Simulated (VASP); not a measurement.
Input of a VASP 6.6.1 run:

The input INCAR:

```
PREC     = Accurate       # precision mode
ENCUT    = 500            # plane-wave cutoff, eV
EDIFF    = 1E-6           # SCF threshold, eV
ISMEAR   = 0              # smearing method
SIGMA    = 0.2            # smearing width, eV
LREAL    = False          # projectors in reciprocal space
LASPH    = True           # aspherical terms in the spheres
NELM     = 120            # most SCF steps
ALGO     = Normal         # electronic algorithm
ISIF     = 2              # what is computed and relaxed
LWAVE    = False          # write WAVECAR
LCHARG   = False          # write CHGCAR
GGA      = PS             # functional
NBANDS   = 11             # bands
GGA_COMPAT= False
```

KPOINTS

```
Automatic mesh
0
Gamma
  8 8 8
```

The input POSCAR:

```
BP
1.0
    0.0000000000      2.1554244706      2.1554244706
    2.1554244706      0.0000000000      2.1554244706
    2.1554244706      2.1554244706      0.0000000000
B P
1 1
Direct
    0.0000000000      0.0000000000      0.0000000000
    0.5000000000      0.5000000000      0.5000000000
```

Potentials or basis: VASP PAW PBE potentials, release 64 (B, P).

Run with:

```bash
$ cat potpaw_PBE.64/B/POTCAR potpaw_PBE.64/P/POTCAR > POTCAR
$ mpirun -np 1 vasp_std > vasp.out
```

(1) What does it give for the pressure?

(2) What does it give for the band gap on the k mesh?

Results:

(1) -3.2 GPa.

(2) zero (band 4 reaches 11.07 eV, above the bottom of band 5 at 7.00 eV).

Caveat: the PAW data sets were made with another functional, which shifts forces and pressure a little.
